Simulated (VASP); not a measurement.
Runs of VASP 6.6.1 on Hf2H. The structure is that of space group F-43m (No. 216), or close to it. The cells are those of the table. 

```tsv
task	cell	k mesh	cutoff (eV)	gap on the mesh (eV)	pressure (GPa)	relaxed volume (Å³/atom)
relaxation of cell and atoms	relaxed from a = 4.561 Å, angles 60.0°, 3 atoms	12 × 12 × 12	600	none	0.0	22.31
single point	a = 4.202 Å, angles 60.0°, 3 atoms	6 × 6 × 6	520	none	(a)	-
relaxation of cell and atoms	relaxed from a = 4.202 Å, angles 60.0°, 3 atoms	6 × 6 × 6	600	none	-0.1	22.36
single point	a = 4.567 Å, angles 60.0°, 3 atoms	12 × 12 × 12	520	none	(b)	-
single point	a = 4.561 Å, angles 60.0°, 3 atoms	6 × 6 × 6	520	none	-0.2	-
```

Alike in all rows: level PBE; potentials or basis VASP PAW PBE potentials, release 64 (Hf_pv, H); no spin polarisation; smearing gaussian 0.1 eV.

Fill in the values left out.

(a) 15.2; (b) -0.3.

Caveats: spin-orbit coupling is left out, which moves the levels of the heavy elements; the volume moved by over 15 % at a fixed basis, so the end points are rough (some runs).

A k mesh can miss the band edges, and the runs leave out spin-orbit coupling on Hf.

A gap of «none» marks levels without a gap at the run's occupations.
